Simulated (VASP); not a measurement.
# MoS2 in VASP: a series of runs

The runs below take MoS2 through single point, with PBE.

Program: VASP 6.6.1. These are calculated values, not measurements. Logs are shortened: lines on timing, memory, paths and dates and some standing lists are left out, and cuts for length are marked.

### 1 The cell of the first run

The cell holds a slab with vacuum, 3 atoms: a = 3.184 Å, b = 3.184 Å, c = 17.335 Å, α = 90.00°, β = 90.00°, γ = 120.00°.

### 2 Single point, PBE, collinear spin, ferromagnetic start

Contents of INCAR:

```
PREC = Accurate ; ENCUT = 520
EDIFF = 1E-6 ; ISMEAR = 0
SIGMA = 0.1 ; LREAL = F
LASPH = T ; NELM = 150
ALGO = Normal ; ISIF = 2
LWAVE = F ; LCHARG = T
ISPIN = 2 ; MAGMOM = 1 0 0
LORBIT = 11 ; LMAXMIX = 4
GGA = PE ; LELF = T
LVHAR = T ; NBANDS = 24
```

Contents of KPOINTS:

```
Automatic mesh
0
Gamma
  6 6 1
```

Contents of POSCAR:

```
MoS2
1.0
    3.1841261000      0.0000000000      0.0000000000
   -1.5920630500      2.7575340900      0.0000000000
    0.0000000000      0.0000000000     17.3346004500
Mo S
1 2
Direct
    0.0000000000      0.0000000000      0.0000000000
    0.3333333300      0.6666666700      0.0894929800
    0.3333333300      0.6666666700      0.9105070200
```

Potentials or basis: VASP PAW PBE potentials, release 64 (Mo_sv, S).

Command:

```bash
$ cat potpaw_PBE.64/Mo_sv/POTCAR potpaw_PBE.64/S/POTCAR > POTCAR
$ mpirun -np 1 vasp_std > vasp.out
```

OUTCAR:

```text
PREC = Accurate
   ENCUT = 520
   EDIFF = 1E-6
   ISMEAR = 0
   LREAL = F
   LASPH = T
   NELM = 150
   ISIF = 2
   ISPIN = 2
   LORBIT = 11
   GGA = PE

 ion  position               nearest neighbor table
   1  0.000  0.000  0.000-   2 2.41   3 2.41   2 2.41   3 2.41   2 2.41   3 2.41
   2  0.333  0.667  0.089-   1 2.41   1 2.41   1 2.41
   3  0.333  0.667  0.911-   1 2.41   1 2.41   1 2.41

  LATTYP: Found a hexagonal cell.
 ALAT       =     3.1841261000
 C/A-ratio  =     5.4440684526

  Lattice vectors:

 A1 = (   3.1841261000,   0.0000000000,   0.0000000000)
 A2 = (  -1.5920630500,   2.7575340900,   0.0000000000)
 A3 = (   0.0000000000,   0.0000000000,  17.3346004500)

Analysis of symmetry for initial positions (statically):
=====================================================================
 Subroutine PRICEL returns:
 Original cell was already a primitive cell.

 Routine SETGRP: Setting up the symmetry group for a
 hexagonal supercell.

 Subroutine GETGRP returns: Found 12 space group operations
 (whereof 12 operations were pure point group operations)
 out of a pool of 24 trial point group operations.

The static configuration has the point symmetry D_3h.

Analysis of symmetry for dynamics (positions and initial velocities):
=====================================================================
 Subroutine PRICEL returns:
 Original cell was already a primitive cell.

 Routine SETGRP: Setting up the symmetry group for a
 hexagonal supercell.

 Subroutine GETGRP returns: Found 12 space group operations
 (whereof 12 operations were pure point group operations)
 out of a pool of 24 trial point group operations.

The dynamic configuration has the point symmetry D_3h.

Analysis of structural, dynamic, and magnetic symmetry:
=====================================================================
 Subroutine PRICEL returns:
 Original cell was already a primitive cell.

 Routine SETGRP: Setting up the symmetry group for a
 hexagonal supercell.

 Subroutine GETGRP returns: Found 12 space group operations
 (whereof 12 operations were pure point group operations)
 out of a pool of 24 trial point group operations.

The overall configuration has the point symmetry D_3h.

 Subroutine INISYM returns: Found 12 space group operations
 (whereof 12 operations are pure point group operations),
 and found     1 'primitive' translations

----------------------------------------------------------------------------------------

                                     Primitive cell

  volume of cell :     152.2036

  direct lattice vectors                    reciprocal lattice vectors
     3.184126100  0.000000000  0.000000000     0.314057914  0.181321421  0.000000000
    -1.592063050  2.757534090  0.000000000     0.000000000  0.362642842  0.000000000
     0.000000000  0.000000000 17.334600450     0.000000000  0.000000000  0.057688091

  length of vectors
     3.184126100  3.184126099 17.334600450     0.362642842  0.362642842  0.057688091

  position of ions in fractional coordinates (direct lattice)
     0.000000000  0.000000000  0.000000000
     0.333333330  0.666666670  0.089492980
     0.333333330  0.666666670  0.910507020

  ion indices of the primitive-cell ions
   primitive index   ion index
                 1           1
                 2           2
                 3           3

----------------------------------------------------------------------------------------

 KPOINTS: Automatic mesh

Automatic generation of k-mesh.
 Grid dimensions read from file:
 generate k-points for:    6    6    1

 Generating k-lattice:

  Cartesian coordinates                     Fractional coordinates (reciprocal lattice)
     0.052342986  0.030220237  0.000000000     0.166666667  0.000000000  0.000000000
     0.000000000  0.060440474  0.000000000     0.000000000  0.166666667  0.000000000
     0.000000000  0.000000000  0.057688091     0.000000000  0.000000000  1.000000000

  Length of vectors
     0.060440474  0.060440474  0.057688091

  Shift w.r.t. Gamma in fractional coordinates (k-lattice)
     0.000000000  0.000000000  0.000000000

 Subroutine IBZKPT returns following result:
 ===========================================

 Found      7 irreducible k-points:

 Following reciprocal coordinates:
            Coordinates               Weight
  0.000000  0.000000  0.000000      1.000000
  0.166667  0.000000  0.000000      6.000000
  0.333333  0.000000  0.000000      6.000000
  0.500000  0.000000  0.000000      3.000000
  0.166667  0.166667  0.000000      6.000000
  0.333333  0.166667  0.000000     12.000000
  0.333333  0.333333  0.000000      2.000000
   k-points           NKPTS =      7   k-points in BZ     NKDIM =      7   number of bands    NBANDS=     24
   number of dos      NEDOS =    301   number of ions     NIONS =      3
   total plane-waves  NPLWV =  80640
   dimension x,y,z NGX =    24 NGY =   24 NGZ =  140
   dimension x,y,z NGXF=    48 NGYF=   48 NGZF=  280
   ions per type =               1   2
   NGX,Y,Z   is equivalent  to a cutoff of  12.53, 12.53, 13.43 a.u.
   NGXF,Y,Z  is equivalent  to a cutoff of  25.06, 25.06, 26.85 a.u.
 SYSTEM =  unknown system
   PREC   = accura    normal or accurate (medium, high low for compatibility)
   ISTART =      0    job   : 0-new  1-cont  2-samecut
   ICHARG =      2    charge: 1-file 2-atom 10-const
   ISPIN  =      2    spin polarized calculation?
   LNONCOLLINEAR =      F non collinear calculations
   LSORBIT =      F    spin-orbit coupling
   LASPH  =      T    aspherical Exc in radial PAW
   ENCUT  =  520.0 eV  38.22 Ry    6.18 a.u.   5.92  5.92 32.23*2*pi/ulx,y,z
   NELM   =    150;   NELMIN=  2; NELMDL= -5     # of ELM steps
   EDIFF  = 0.1E-05   stopping-criterion for ELM
   LREAL  =      F    real-space projection
   EDIFFG = 0.1E-04   stopping-criterion for IOM
   NSW    =      0    number of steps for IOM
   IBRION =     -1    ionic relax: 0-MD 1-quasi-New 2-CG
   NFREE  =      0    steps in history (QN), initial steepest desc. (CG)
   ISIF   =      2    stress and relaxation
   ISYM   =      2    0-nonsym 1-usesym 2-fastsym
   POTIM  = 0.5000    time-step for ionic-motion
   TEBEG  =    0.0;   TEEND  =   0.0 temperature during run
   PSTRESS=    0.0 pullay stress
   NELECT =      26.0000    total number of electrons
   NUPDOWN=      -1.0000    fix difference up-down
   EMIN   =  10.00;   EMAX   =-10.00  energy-range for DOS
   EFERMI =   0.00;   METHOD = LEGACY
   ISMEAR =     0;   SIGMA  =   0.10  broadening in eV -4-tet -1-fermi 0-gaus
   EFERMI_NEDOS =   21; number of points for ismear=-14 and -15
   IALGO  =     38    algorithm
   IMIX   =      4    mixing-type and parameters
     AMIX     =   0.40;   BMIX     =  1.00
     AMIX_MAG =   1.60;   BMIX_MAG =  1.00
  volume/ion in A,a.u.               =      50.73       342.37
  Fermi-wavevector in a.u.,A,eV,Ry     =   0.908359  1.716550 11.226391  0.825116
  Thomas-Fermi vector in A             =   2.032276
   LORBIT       =     11    0 simple, 1 ext, 2 COOP (PROOUT), +10 PAW based schemes
   GGA     = PE    functional components
   LHFCALC =     F    Hartree Fock is set to
   AEXX    =    0.0000 exact exchange contribution
   IVDW    =     0    specifies the selected vdW correction
   LEPSILON=     F    determine dielectric tensor
   LRPA    =     F    only Hartree local field effects (RPA)
 spin polarized calculation
 Gauss-broadening in eV      SIGMA  =   0.10
  energy-cutoff  :      520.00
  volume of cell :      152.20
 maximum number of plane-waves:      4113
 NGX is ok and might be reduce to    24
   NGX = 11   NGY = 11   NGZ = 65

 number of electron      25.9999999 magnetization       0.0002376

 number of electron      25.9999999 magnetization      -0.0000248

 Free energy of the ion-electron system (eV)
  ---------------------------------------------------
  ext. energy  EPLUGINS =         0.00000000
  ---------------------------------------------------
  free energy    TOTEN  =       -21.84923554 eV

  energy without entropy =      -21.84923554  energy(sigma->0) =      -21.84923554

 E-fermi :  -0.7529     XC(G=0):  -4.3943

 val. band max:       -1.3992934873   @ k =   0.0000   0.0000   0.0000
 cond. band min:       0.1991990299   @ k =   0.3333   0.3333   0.0000
 fundamental gap:      1.5984925173
 Fermi energy:        -0.7528570756

 spin component 1

 k-point     1 :       0.0000    0.0000    0.0000
  band No.  band energies     occupation
      1     -62.2977      1.00000
      2     -36.4414      1.00000
      3     -36.2380      1.00000
      4     -36.2380      1.00000
      5     -15.5384      1.00000
      6     -14.2009      1.00000
[... 16 lines left out ...]
     23       7.6346      0.00000
     24       8.2879      0.00000
[... 138 lines left out ...]
      1     -62.2556      1.00000
      2     -36.5183      1.00000
      3     -36.4745      1.00000
      4     -36.3570      1.00000
      5     -13.4097      1.00000
      6     -13.3227      1.00000
[... 16 lines left out ...]
     23      10.2064      0.00000
     24      10.2307      0.00000
 Fermi energy:        -0.7528570756

 spin component 2

 k-point     1 :       0.0000    0.0000    0.0000
  band No.  band energies     occupation
      1     -62.2977      1.00000
      2     -36.4414      1.00000
      3     -36.2380      1.00000
      4     -36.2380      1.00000
      5     -15.5384      1.00000
      6     -14.2009      1.00000
[... 16 lines left out ...]
     23       7.6346      0.00000
     24       8.2820      0.00000
[... 139 lines left out ...]
      2     -36.5183      1.00000
      3     -36.4745      1.00000
      4     -36.3570      1.00000
      5     -13.4097      1.00000
      6     -13.3227      1.00000
[... 16 lines left out ...]
     23      10.2033      0.00000
     24      10.2307      0.00000

------------------------ aborting loop because EDIFF is reached ----------------------------------------

  FORCE on cell =-STRESS in cart. coord.  units (eV):
  Direction    XX          YY          ZZ          XY          YZ          ZX
  --------------------------------------------------------------------------------------
  -------------------------------------------------------------------------------------
  Total        0.2078608      0.2078608      0.6290729     -0.0000000      0.0000000     -0.0000000
  in kB        2.1880543      2.1880543      6.6219603     -0.0000000      0.0000000     -0.0000000
  external PRESSURE =       3.6660230 kB  Pullay stress =       0.0000000 kB

 VOLUME and BASIS-vectors are now :
 -----------------------------------------------------------------------------
  energy-cutoff  :      520.00
  volume of cell :      152.20
      direct lattice vectors                 reciprocal lattice vectors
     3.184126100  0.000000000  0.000000000     0.314057914  0.181321421  0.000000000
    -1.592063050  2.757534090  0.000000000     0.000000000  0.362642842  0.000000000
     0.000000000  0.000000000 17.334600450     0.000000000  0.000000000  0.057688091

 POSITION                                       TOTAL-FORCE (eV/Angst)
 -----------------------------------------------------------------------------------
      0.00000      0.00000      0.00000        -0.000000      0.000000      0.000000
     -0.00000      1.83836      1.55133         0.000000      0.000000      0.209898
     -0.00000      1.83836     15.78328         0.000000     -0.000000     -0.209898
 -----------------------------------------------------------------------------------
    total drift:                                0.000016     -0.000009     -0.000000

  FREE ENERGIE OF THE ION-ELECTRON SYSTEM (eV)
  ---------------------------------------------------
  free  energy   TOTEN  =       -21.8492355359 eV

  energy  without entropy=      -21.8492355359  energy(sigma->0) =      -21.84923554

 total charge

# of ion       s       p       d       tot
------------------------------------------
    1        2.291   6.219   3.942  12.452
    2        1.363   2.342   0.000   3.705
    3        1.363   2.342   0.000   3.705
--------------------------------------------------
tot          5.016  10.904   3.942  19.862

 magnetization (x)

# of ion       s       p       d       tot
------------------------------------------
    1        0.000   0.000   0.000   0.000
    2        0.000   0.000   0.000   0.000
    3        0.000   0.000   0.000   0.000
--------------------------------------------------
tot          0.000   0.000   0.000   0.000
```

It took 47 s on 1 thread of Intel Xeon 6975P-C (Granite Rapids), shared host; peak memory 0.33 GiB.

What came out:

```yaml
Free_energy: -21.8492 eV
Largest_force: 0.210 eV/Å
Band_gap_on_the_k_mesh: 1.60 eV, indirect (least direct gap 1.66 eV)
Net_moment: 0.00 μB per cell
Valence_electrons_inside_the_program's_atomic_spheres: Mo 12.45; S 3.71
```

Forces in eV/Å, atoms in the order of the input:
```
Mo   0.000  0.000  0.000
S    0.000  0.000  0.210
S    0.000  0.000 -0.210
```

### 3 Single point, PBE

Contents of INCAR:

```
ALGO = Normal
EDIFF = 1E-6
ENCUT = 520
GGA = PE
ISIF = 2
ISMEAR = 0
LASPH = T
LCHARG = F
LREAL = F
LWAVE = F
NBANDS = 20
NELM = 80
PREC = Accurate
SIGMA = 0.02
```

Contents of KPOINTS:

```
k-points
0
Gamma
  12 12 2
```

Contents of POSCAR:

```
MoS2
1.0
    3.1845626360      0.0000000000      0.0000000000
   -1.5922813180      2.7579121427      0.0000000000
    0.0000000000      0.0000000000     17.3346376728
Mo S
1 2
Direct
    0.0000000000      0.0000000000      0.0000000000
    0.3333333333      0.6666666667      0.0901545119
    0.3333333333      0.6666666667      0.9098454881
```

Potentials or basis: VASP PAW PBE potentials, release 64 (Mo_sv, S).

Command:

```bash
$ cat potpaw_PBE.64/Mo_sv/POTCAR potpaw_PBE.64/S/POTCAR > POTCAR
$ mpirun -np 1 vasp_std > vasp.out
```

Wall time 61 s (1 thread of Intel Xeon 6975P-C (Granite Rapids), shared host); peak memory 0.31 GiB.

It converged, with:

```yaml
Free_energy: -21.8528 eV
Largest_force: 0.013 eV/Å
Band_gap_on_the_k_mesh: 1.67 eV, indirect (least direct gap 1.68 eV)
```

Forces on the atoms (eV/Å):
```
Mo   0.000  0.000  0.000
S    0.000  0.000 -0.013
S    0.000  0.000  0.013
```

Levels at points of the mesh, in eV from the valence-band top:
| k point | band 10 | band 11 | band 12 | band 13 | band 14 | band 15 | band 16 | band 17 |
| --- | --- | --- | --- | --- | --- | --- | --- | --- |
| (0.00, 0.00, 0.00) | -1.77 | -1.50 | -1.50 | 0.00 | 2.76 | 2.76 | 3.01 | 3.01 |
| (0.50, 0.00, 0.00) | -3.15 | -1.87 | -0.97 | -0.62 | 2.24 | 2.75 | 3.88 | 4.31 |
| (0.00, 0.00, 0.50) | -1.77 | -1.50 | -1.50 | 0.00 | 2.76 | 2.76 | 3.01 | 3.01 |
| (0.50, 0.00, 0.50) | -3.15 | -1.87 | -0.97 | -0.62 | 2.24 | 2.75 | 3.88 | 4.31 |
